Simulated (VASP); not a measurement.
Wanted: the native input for a VASP 6.6.1 run.

```
Task                   : single point
Functional             : PBEsol
Potentials or basis    : VASP PAW PBE potentials, release 64 (Sr_sv, Ru_pv)
Cutoff                 : 520 eV
k mesh                 : 8 × 8 × 8
Occupations            : gaussian, width 0.05 eV
Spin                   : no spin polarisation
Dipole correction      : no
Further INCAR settings : ALGO = Normal; EDIFF = 1e-06; NBANDS = 34
```

The structure of SrRu3 lies in POSCAR:

```
SrRu3
1.0
    4.0558937728      0.0000000000      0.0000000000
    0.0000000000      4.0558937728      0.0000000000
    0.0000000000      0.0000000000      4.0558937728
Sr Ru
1 3
Direct
    0.0000000000      0.0000000000      0.0000000000
    0.0000000000      0.5000000000      0.5000000000
    0.5000000000      0.5000000000      0.0000000000
    0.5000000000      0.0000000000      0.5000000000
```

These files were run (other wordings do the same):

INCAR

```
PREC     = Accurate       # precision mode
ENCUT    = 520            # plane-wave cutoff, eV
EDIFF    = 1E-6           # SCF threshold, eV
ISMEAR   = 0              # smearing method
SIGMA    = 0.05           # smearing width, eV
LREAL    = F              # projectors in reciprocal space
LASPH    = T              # aspherical terms in the spheres
NELM     = 60             # most SCF steps
ALGO     = Normal         # electronic algorithm
ISIF     = 2              # what is computed and relaxed
LWAVE    = F              # write WAVECAR
LCHARG   = F              # write CHGCAR
GGA      = PS             # functional
NBANDS   = 34             # bands
```

KPOINTS

```
Automatic mesh
0
Gamma
  8 8 8
```

Potentials or basis: VASP PAW PBE potentials, release 64 (Sr_sv, Ru_pv).

The run is started by

```console
$ cat potpaw_PBE.64/Sr_sv/POTCAR potpaw_PBE.64/Ru_pv/POTCAR > POTCAR
$ mpirun -np 1 vasp_std > vasp.out
```

Results of the run:

```yaml
Pressure: 0.7 GPa
Band_gap_on_the_k_mesh: zero (bands 26 and 27 overlap by 2.15 eV)
```

Caveat: the PAW data sets were made with another functional, which shifts forces and pressure a little.

Wall time 28 s on 1 thread of Intel(R) Xeon(R) 6975P-C (Granite Rapids), on a shared host, peak memory 0.21 GiB.
